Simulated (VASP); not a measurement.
# CdSiN2 (P-4m2) in VASP: notebook, part 2 of 2

VASP 6.6.1. Earlier steps stand in the parts before.

## Step 3: Single point, PBEsol

This run uses another cell than the first one, of 11.70 Å³/atom.

INCAR

```
SYSTEM = CdSiN2
  PREC = Accurate
  ENCUT = 600
  EDIFF = 1E-6
  ISMEAR = -1
  SIGMA = 0.02
  LREAL = .FALSE.
  LASPH = .TRUE.
  NELM = 120
  ALGO = Normal
  ISIF = 2
  LWAVE = .FALSE.
  LCHARG = .FALSE.
  GGA = PS
  NBANDS = 25
  GGA_COMPAT = .FALSE.
```

KPOINTS

```
regular mesh
0
G
  8 8 4
  0 0 0
```

POSCAR

```
CdSiN2
1.0
    3.0374960171      0.0000000000      0.0000000000
    0.0000000000      3.0374960171      0.0000000000
    0.0000000000      0.0000000000      5.0723198955
Cd N Si
1 2 1
Direct
    0.0000000000      0.0000000000      0.0000000000
    0.0000000000      0.5000000000      0.3179742602
    0.5000000000      0.0000000000      0.6820257398
    0.5000000000      0.5000000000      0.5000000000
```

Potentials or basis: VASP PAW PBE potentials, release 64 (Cd_sv_GW, N, Si).

Launch:

```
cat potpaw_PBE.64/Cd_sv_GW/POTCAR potpaw_PBE.64/N/POTCAR potpaw_PBE.64/Si/POTCAR > POTCAR
mpirun -np 1 vasp_std > vasp.out
```

It took 27 s on 1 thread of Intel Xeon 6975P-C (Granite Rapids), shared host; peak memory 0.21 GiB.

Results (log left out):

```
Free energy            : -26.2433 eV
Pressure               : -0.3 GPa
Largest force          : 0.008 eV/Å
Band gap on the k mesh : 1.18 eV (least direct gap 1.20 eV)
```

Forces on the atoms (eV/Å):
```
Cd   0.000  0.000  0.000
N    0.000  0.000 -0.008
N    0.000  0.000  0.008
Si   0.000  0.000  0.000
```

Levels at points of the mesh, in eV from the valence-band top:
| k point | band 14 | band 15 | band 16 | band 17 | band 18 | band 19 | band 20 | band 21 |
| --- | --- | --- | --- | --- | --- | --- | --- | --- |
| (0.00, 0.00, 0.00) | -3.97 | -2.50 | -0.02 | -0.02 | 1.18 | 4.27 | 6.26 | 10.72 |
| (0.50, 0.00, 0.00) | -3.30 | -3.19 | -3.12 | -0.12 | 4.15 | 5.31 | 5.36 | 9.26 |
| (0.50, 0.50, 0.00) | -3.79 | -2.48 | -2.48 | -1.71 | 2.80 | 2.80 | 6.63 | 7.18 |
| (0.00, 0.00, 0.50) | -3.58 | -3.58 | -0.50 | -0.50 | 3.72 | 3.99 | 4.17 | 8.04 |
| (0.50, 0.00, 0.50) | -3.21 | -1.86 | -1.39 | 0.00 | 3.23 | 4.06 | 6.15 | 8.84 |
| (0.50, 0.50, 0.50) | -4.30 | -3.46 | -3.46 | -1.89 | 5.51 | 5.51 | 7.52 | 7.52 |

Caveat: the PAW data sets were made with another functional, which shifts forces and pressure a little. A k mesh can miss the band edges.

## Step 4: Single point, PBE

This run uses another cell than the first one, of 11.76 Å³/atom.

INCAR

```
ALGO = Normal ; EDIFF = 1E-6
ENCUT = 600 ; GGA = PE
GGA_COMPAT = F ; ISIF = 2
ISMEAR = -1 ; LASPH = T
LCHARG = F ; LREAL = F
LWAVE = F ; NBANDS = 25
NELM = 120 ; PREC = Accurate
SIGMA = 0.02
```

KPOINTS

```
k-points
0
Gamma
  8 8 6
```

POSCAR

```
CdSiN2
1.0
    3.0339884445      0.0000000000      0.0000000000
    0.0000000000      3.0339884445      0.0000000000
    0.0000000000      0.0000000000      5.1102333224
Cd N Si
1 2 1
Direct
    0.0000000000      0.0000000000      0.0000000000
    0.0000000000      0.5000000000      0.3197391382
    0.5000000000      0.0000000000      0.6802608618
    0.5000000000      0.5000000000      0.5000000000
```

Potentials or basis: VASP PAW PBE potentials, release 64 (Cd_sv_GW, N, Si).

Launch:

```
cat potpaw_PBE.64/Cd_sv_GW/POTCAR potpaw_PBE.64/N/POTCAR potpaw_PBE.64/Si/POTCAR > POTCAR
mpirun -np 1 vasp_std > vasp.out
```

OUTCAR:

```text
EDIFF = 1E-6
   ENCUT = 600
   GGA = PE
   ISIF = 2
   ISMEAR = -1
   LASPH = T
   LREAL = F
   NELM = 120
   PREC = Accurate

 ion  position               nearest neighbor table
   1  0.000  0.000  0.000-
   2  0.000  0.500  0.320-   4 1.77   4 1.77
   3  0.500  0.000  0.680-   4 1.77   4 1.77
   4  0.500  0.500  0.500-   2 1.77   3 1.77   3 1.77   2 1.77

  LATTYP: Found a simple tetragonal cell.
 ALAT       =     3.0339884445
 C/A-ratio  =     1.6843285385

  Lattice vectors:

 A1 = (   3.0339884445,   0.0000000000,   0.0000000000)
 A2 = (   0.0000000000,   3.0339884445,   0.0000000000)
 A3 = (   0.0000000000,   0.0000000000,   5.1102333224)

Analysis of symmetry for initial positions (statically):
=====================================================================
 Subroutine PRICEL returns:
 Original cell was already a primitive cell.

 Routine SETGRP: Setting up the symmetry group for a
 simple tetragonal supercell.

 Subroutine GETGRP returns: Found  8 space group operations
 (whereof  8 operations were pure point group operations)
 out of a pool of 16 trial point group operations.

The static configuration has the point symmetry D_2d.

Analysis of symmetry for dynamics (positions and initial velocities):
=====================================================================
 Subroutine PRICEL returns:
 Original cell was already a primitive cell.

 Routine SETGRP: Setting up the symmetry group for a
 simple tetragonal supercell.

 Subroutine GETGRP returns: Found  8 space group operations
 (whereof  8 operations were pure point group operations)
 out of a pool of 16 trial point group operations.

[... 114 lines left out ...]
   PSTRESS=    0.0 pullay stress
   NELECT =      34.0000    total number of electrons
   NUPDOWN=      -1.0000    fix difference up-down
   EMIN   =  10.00;   EMAX   =-10.00  energy-range for DOS
   EFERMI =   0.00;   METHOD = LEGACY
   ISMEAR =    -1;   SIGMA  =   0.02  broadening in eV -4-tet -1-fermi 0-gaus
   EFERMI_NEDOS =   21; number of points for ismear=-14 and -15
   IALGO  =     38    algorithm
   IMIX   =      4    mixing-type and parameters
     AMIX     =   0.40;   BMIX     =  1.00
     AMIX_MAG =   1.60;   BMIX_MAG =  1.00
  volume/ion in A,a.u.               =      11.76        79.36
  Fermi-wavevector in a.u.,A,eV,Ry     =   1.469191  2.776369 29.368480  2.158522
  Thomas-Fermi vector in A             =   2.584598
   LORBIT       =      0    0 simple, 1 ext, 2 COOP (PROOUT), +10 PAW based schemes
   GGA     = PE    functional components
   LHFCALC =     F    Hartree Fock is set to
   AEXX    =    0.0000 exact exchange contribution
   IVDW    =     0    specifies the selected vdW correction
   LEPSILON=     F    determine dielectric tensor
   LRPA    =     F    only Hartree local field effects (RPA)
 non-spin polarized calculation
  energy-cutoff  :      600.00
  volume of cell :       47.04
 maximum number of plane-waves:      1600
   NGX = 13   NGY = 13   NGZ = 21

 number of electron      33.9999999 magnetization

 Free energy of the ion-electron system (eV)
  ---------------------------------------------------
  ext. energy  EPLUGINS =         0.00000000
  ---------------------------------------------------
  free energy    TOTEN  =       -24.40651029 eV

  energy without entropy =      -24.40651029  energy(sigma->0) =      -24.40651029

 E-fermi :   7.3832     XC(G=0): -11.5565

 val. band max:        6.8554952608   @ k =   0.5000   0.0000   0.5000
 cond. band min:       8.0187059510   @ k =   0.0000   0.0000   0.0000
 fundamental gap:      1.1632106903
 Fermi energy:         7.3832376941

 k-point     1 :       0.0000    0.0000    0.0000
  band No.  band energies     occupation
      1     -94.7817      2.00000
      2     -55.8954      2.00000
      3     -55.8954      2.00000
      4     -55.7403      2.00000
      5     -10.1249      2.00000
      6      -7.1397      2.00000
[... 661 lines left out ...]
     24      18.2189      0.00000
     25      20.2833      0.00000

 [... further k-points ...]

------------------------ aborting loop because EDIFF is reached ----------------------------------------

  FORCE on cell =-STRESS in cart. coord.  units (eV):
  Direction    XX          YY          ZZ          XY          YZ          ZX
  --------------------------------------------------------------------------------------
  -------------------------------------------------------------------------------------
  Total        1.2193692      1.2193692      1.1170208      0.0000000      0.0000000      0.0000000
  in kB       41.5314633     41.5314633     38.0454976      0.0000000      0.0000000      0.0000000
  external PRESSURE =      40.3694747 kB  Pullay stress =       0.0000000 kB

 VOLUME and BASIS-vectors are now :
 -----------------------------------------------------------------------------
  energy-cutoff  :      600.00
  volume of cell :       47.04
      direct lattice vectors                 reciprocal lattice vectors
     3.033988444  0.000000000  0.000000000     0.329599146  0.000000000  0.000000000
     0.000000000  3.033988444  0.000000000     0.000000000  0.329599146  0.000000000
     0.000000000  0.000000000  5.110233322     0.000000000  0.000000000  0.195685781

 POSITION                                       TOTAL-FORCE (eV/Angst)
 -----------------------------------------------------------------------------------
      0.00000      0.00000      0.00000        -0.000000     -0.000000      0.000000
      0.00000      1.51699      1.63394         0.000000     -0.000000     -0.078074
      1.51699      0.00000      3.47629        -0.000000     -0.000000      0.078074
      1.51699      1.51699      2.55512        -0.000000      0.000000      0.000000
 -----------------------------------------------------------------------------------
    total drift:                               -0.000000      0.000000      0.000000

  FREE ENERGIE OF THE ION-ELECTRON SYSTEM (eV)
  ---------------------------------------------------
  free  energy   TOTEN  =       -24.4065102925 eV

  energy  without entropy=      -24.4065102925  energy(sigma->0) =      -24.40651029
```

Run time: 54 s. Hardware: 1 thread of AMD EPYC 7R13 (Zen 3), shared host; peak memory 0.22 GiB.

Results:

```yaml
Free_energy: -24.4065 eV
Pressure: 4.0 GPa
Largest_force: 0.078 eV/Å
Band_gap_on_the_k_mesh: 1.16 eV (least direct gap 1.20 eV)
```

Forces on the atoms (eV/Å):
```
Cd   0.000  0.000  0.000
N    0.000  0.000 -0.078
N    0.000  0.000  0.078
Si   0.000  0.000  0.000
```

Caveat: the cell stands under pressure. A k mesh can miss the band edges.

## Step 5: Overview

```csv
level,potentials or basis,cell,k mesh,gap on the mesh (eV),pressure (GPa),largest force (eV/Å)
LDA,"VASP PAW LDA potentials, release 64 (Cd_sv_GW, N, Si)","a = 3.014, b = 3.014, c = 5.021 Å, 4 atoms",8 × 8 × 4,1.39,0.0,-
PBEsol,"VASP PAW PBE potentials, release 64 (Cd_sv_GW, N, Si)","a = 3.037, b = 3.037, c = 5.072 Å, 4 atoms",8 × 8 × 4,1.18,-0.3,0.01
PBE,"VASP PAW PBE potentials, release 64 (Cd_sv_GW, N, Si)","a = 3.034, b = 3.034, c = 5.110 Å, 4 atoms",8 × 8 × 6,1.16,4.0,0.08
```

Alike in all rows: task single point; no spin polarisation; cutoff (eV) 600; smearing fermi-dirac 0.02 eV.

Caveats: the PAW data sets were made with another functional, which shifts forces and pressure a little (at least some runs); the cell stands under pressure (at least some runs).

Total energies depend on the potentials used, so only differences within one code and one set of settings carry meaning.
